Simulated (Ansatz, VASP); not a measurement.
**Two plane-wave programs on Si5O12**

```xyz
17
Lattice="-3.1327 4.3716 -0.0068 0.0016 -0.0077 4.8355 8.3150 3.7464 -0.0038" Properties=species:S:1:pos:R:3 pbc="T T T"
Si    3.9013    6.2221    0.0035
Si    1.3069    5.8431    3.2785
Si    6.4997    6.2631    3.3430
Si   -0.2645    4.1524    1.2355
Si    5.2708    3.9071    1.7583
O    -0.5972    2.1266    4.4425
O     2.8648    5.6558    3.7068
O     0.3973    3.0651    0.1441
O     6.3010    2.9983    0.8873
O    -1.4845    3.5216    2.1037
O     4.2523    2.9234    2.5739
O    -0.8150    5.4083    0.2492
O     4.3823    4.9362    0.8754
O     0.8653    4.6269    2.3037
O     6.1731    4.7638    2.8133
O     0.5610    5.8838    4.7828
O     5.1986    6.8821    4.1045
```

Alike in both runs: task single point; functional PBE; k mesh 4 × 5 × 3; occupations gaussian, width 0.02 eV; no spin polarisation.

|  | VASP | Ansatz |
| --- | --- | --- |
| version | VASP 6.6.1 | Ansatz 0.2.0 |
| potentials or method | VASP PAW PBE potentials, release 64 (Si, O), cutoff 520 eV | scalar-relativistic, plane waves, PAW |
| valence electrons in the cell | 92 | 92 |

VASP gave:

- gap on the k mesh at the Fermi level (eV): 3.54
- least direct gap on the mesh (eV): 3.65
- pressure (GPa): 0.3
- traceless stress, the component that is largest in VASP (GPa): 0.29
- rms of the force components (eV/Å): 0.049

**Question.** What did Ansatz give for the same quantities?

**Answer.** gap on the k mesh at the Fermi level (eV): 3.57; least direct gap on the mesh (eV): 3.69; pressure (GPa): 0.0; traceless stress, the component that is largest in VASP (GPa): 0.21; rms of the force components (eV/Å): 0.012.

Atom by atom the forces differ by 0.041 eV/Å (rms over components). The functional is the same, so the differences come from potentials, cutoffs and numerics.
